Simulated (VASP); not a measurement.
I: single point with PBEsol

I:

```
I
1.0
     3.74617   -2.18820    0.00000
     3.74617    2.18820    0.00000
     0.00000    0.00000    9.64792
I
4
Direct
  0.82737 0.17263 0.12283
  0.17263 0.82737 0.87717
  0.32737 0.67263 0.37717
  0.67263 0.32737 0.62283
```

```json
{
  "Program": "VASP 6.6.1",
  "Task": "single point",
  "Functional": "PBEsol",
  "Potentials or basis": "VASP PAW PBE potentials, release 64 (I)",
  "Cutoff": "500 eV",
  "k mesh": "12 × 12 × 6",
  "Occupations": "gaussian, width 0.05 eV",
  "Spin": "no spin polarisation",
  "Dipole correction": "no",
  "Further INCAR settings": "ALGO = Normal; EDIFF = 1e-06; NBANDS = 22"
}
```

```json
{"Pressure": "0.0 GPa", "Largest force": "0.007 eV/Å", "Band gap on the k mesh": "0.82 eV (least direct gap 1.04 eV)"}
```

Forces in eV/Å, atoms in the order of the input:
```
I    0.000  0.001 -0.007
I    0.000 -0.001  0.007
I    0.000  0.001  0.007
I    0.000 -0.001 -0.007
```

Levels at points of the mesh, in eV from the valence-band top:
```
           k point  band 10  band 11  band 12  band 13  band 14  band 15  band 16  band 17  band 18  band 19
(0.00, 0.00, 0.00)    -1.54    -1.04    -0.88    -0.54     0.00     1.07     1.96     4.56     4.85     5.42
(0.50, 0.00, 0.00)    -2.05    -1.74    -1.74    -0.94    -0.94     2.21     2.21     4.92     4.92     6.92
(0.50, 0.50, 0.00)    -2.23    -1.80    -1.66    -1.11    -0.54     0.89     1.68     4.41     5.55     5.95
(0.00, 0.00, 0.50)    -1.36    -0.79    -0.79    -0.20    -0.20     1.18     1.18     5.30     5.30     5.43
(0.50, 0.00, 0.50)    -1.92    -1.11    -1.11    -0.04    -0.04     1.14     1.14     5.38     5.38     5.94
(0.50, 0.50, 0.50)    -2.15    -1.34    -1.34    -1.11    -1.11     0.99     0.99     5.42     5.42     6.68
```

Wall time 4.4 min on 1 thread of Intel(R) Xeon(R) Platinum 8488C (Sapphire Rapids) (shared host), peak memory 0.54 GiB.

Caveat: the PAW data sets were made with another functional, which shifts forces and pressure a little; spin-orbit coupling is left out, which moves the levels of the heavy elements. A k mesh can miss the band edges.
